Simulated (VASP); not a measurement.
**Ni: single point with PBE**

Crystal: Ni.

```
Ni
1.0
     2.02007    0.00000    0.00000
     0.00000    2.02007    0.00000
     0.00000    0.00000    2.02007
Ni
1
Cartesian
  0.0000 0.0000 0.0000
```

This isn't the form of Ni at room conditions, which is fcc.

| Property | Result |
| --- | --- |
| Program | VASP 6.6.1 |
| Task | single point |
| Functional | PBE |
| Potentials or basis | VASP PAW PBE potentials, release 64 (Ni) |
| Cutoff | 520 eV |
| k mesh | 18 × 18 × 18 |
| Occupations | fermi-dirac, width 0.1 eV |
| Spin | collinear spin, ferromagnetic start |
| Starting moments | [1.0] μB |
| Dipole correction | no |
| Further INCAR settings | ALGO = Normal; EDIFF = 1e-06; NBANDS = 15 |

```yaml
Pressure: 166.0 GPa
Band_gap_on_the_k_mesh: zero (filled and empty bands overlap)
Net_moment: 0.00 μB per cell
```

Levels at points of the mesh, in eV from the Fermi level:
Spin up:
| k point | band 3 | band 4 | band 5 | band 6 | band 7 | band 8 |
| --- | --- | --- | --- | --- | --- | --- |
| (0.00, 0.00, 0.00) | -5.93 | 0.15 | 0.15 | 0.15 | 25.05 | 25.05 |
| (0.50, 0.00, 0.00) | -2.45 | -1.88 | -1.88 | 0.33 | 6.53 | 28.48 |
| (0.50, 0.50, 0.00) | -1.45 | -1.45 | 1.46 | 6.62 | 6.62 | 14.29 |
| (0.50, 0.50, 0.50) | -5.54 | 1.57 | 1.57 | 14.55 | 16.73 | 16.73 |
Spin down:
```tsv
k point	band 2	band 3	band 4	band 5	band 6	band 7	band 8	band 9
(0.00, 0.00, 0.00)	-5.93	-5.93	0.15	0.15	0.15	25.05	25.05	25.05
(0.50, 0.00, 0.00)	-5.11	-2.45	-1.88	-1.88	0.33	6.53	28.48	33.51
(0.50, 0.50, 0.00)	-4.27	-1.45	-1.45	1.46	6.62	6.62	14.29	18.17
(0.50, 0.50, 0.50)	-5.54	-5.54	1.57	1.57	14.55	16.73	16.73	16.73
```

Run time: 15 s on 1 thread of Intel(R) Xeon(R) 6975P-C (Granite Rapids), on a shared host, peak memory 0.15 GiB.

Caveat: the cell stands under pressure.
